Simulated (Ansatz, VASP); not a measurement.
**Two plane-wave programs on GaN**

```xyz
4
Lattice="3.1182 0.0000 0.0000 -1.5591 2.7004 0.0000 0.0000 0.0000 5.0778" Properties=species:S:1:pos:R:3 pbc="T T T"
Ga    0.0000    1.8003   -0.0045
Ga    1.5591    0.9001    2.5344
N     0.0000    1.8003    1.9087
N     1.5591    0.9001    4.4476
```

Alike in both runs: task single point; functional r2SCAN; k mesh 9 × 9 × 4; no spin polarisation.

|  | VASP | Ansatz |
| --- | --- | --- |
| version | VASP 6.6.1 | Ansatz 0.2.0 |
| potentials or method | VASP PAW PBE potentials, release 64 (Ga_d, N) | plane waves, PAW |
| plane-wave cutoff (eV) | 520 | 500 |
| occupations | gaussian, width 0.01 eV | fixed |
| valence electrons in the cell | 36 | 36 |

```tsv
	VASP	Ansatz	Ansatz less VASP
gap on the k mesh at the Fermi level (eV)	2.77	2.78	+0.010
pressure (GPa)	15.2	13.9	-1.31
traceless stress, the component that is largest in VASP (GPa)	-0.16	-0.07	+0.094
rms of the force components (eV/Å)	0.009	0.007	-0.0021
```

VASP's potentials were made for PBE, not for r2SCAN. Atom by atom the forces differ by 0.002 eV/Å (rms over components).
